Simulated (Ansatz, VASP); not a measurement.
## SbPt in VASP and in Ansatz

The input INCAR:

```
SYSTEM = SbPt
ALGO = Normal
EDIFF = 1E-6
ENCUT = 520
GGA = CA
ISIF = 2
ISMEAR = -1
LASPH = .TRUE.
LCHARG = .FALSE.
LREAL = .FALSE.
LWAVE = .FALSE.
NBANDS = 23
NELM = 60
PREC = Accurate
SIGMA = 0.05
```

The input KPOINTS:

```
k-points
0
G
  9 9 6
  0 0 0
```

File POSCAR:

```
SbPt
1.0
    4.1774426617      0.0000000000      0.0000000000
   -2.0887213308      3.6177714679      0.0000000000
    0.0000000000      0.0000000000      5.5392039000
Sb Pt
2 2
Direct
    0.6666666667      0.3333333333      0.7500000000
    0.3333333333      0.6666666667      0.2500000000
    0.0000000000      0.0000000000      0.5000000000
    0.0000000000      0.0000000000      0.0000000000
```

Input for Ansatz:

```yaml
crystal:
  lattice:
    - [4.1774426617, 0.0, 0.0]
    - [-2.0887213308, 3.6177714679, 0.0]
    - [0.0, 0.0, 5.5392039]
  atoms:
    - { symbol: Sb, position: [0.6666666667, 0.3333333333, 0.75] }
    - { symbol: Sb, position: [0.3333333333, 0.6666666667, 0.25] }
    - { symbol: Pt, position: [0.0, 0.0, 0.5] }
    - { symbol: Pt, position: [0.0, 0.0, 0.0] }
kpoints:
  mp_grid: { grid: [9, 9, 6] }
  band_path:
    path:
      - [0.0, 0.0, 0.0]
      - [0.5, 0.0, 0.0]
      - [0.3333333333, 0.3333333333, 0.0]
      - [0.0, 0.0, 0.0]
      - [0.0, 0.0, 0.5]
      - [0.5, 0.0, 0.5]
      - [0.3333333333, 0.3333333333, 0.5]
      - [0.0, 0.0, 0.5]
      - [0.5, 0.0, 0.5]
    npoints: 14
scf:
  occupations: { method: fermi_dirac, width: 0.05 }
hamiltonian:
  xc: lda
  pseudopotentials: { kind: all_electron, lapw: { basis_error: 0.001 } }
output:
  forces: true
  stress: true
  eigenvalues: true
  populations: true
  dos: { projected: true, de: 0.2, e_range: [-14, 8] }
```

Alike in both runs: task single point; functional LDA; k mesh 9 × 9 × 6; occupations fermi-dirac, width 0.05 eV; no spin polarisation.

|  | VASP | Ansatz |
| --- | --- | --- |
| version | VASP 6.6.1 | Ansatz 0.2.0 |
| potentials or method | VASP PAW LDA potentials, release 64 (Sb, Pt), cutoff 520 eV | all-electron LAPW, scalar-relativistic |

|  | VASP | Ansatz | Ansatz less VASP |
| --- | --- | --- | --- |
| pressure (GPa) | -4.8 | -5.0 | -0.18 |
| traceless stress, the component that is largest in VASP (GPa) | -0.90 | -1.02 | -0.115 |

LDA's correlation is that of Perdew and Zunger in VASP and of Perdew and Wang (1992) in Ansatz. Ansatz ran all-electron here, and VASP with PAW potentials.

Spin-orbit coupling is off throughout.
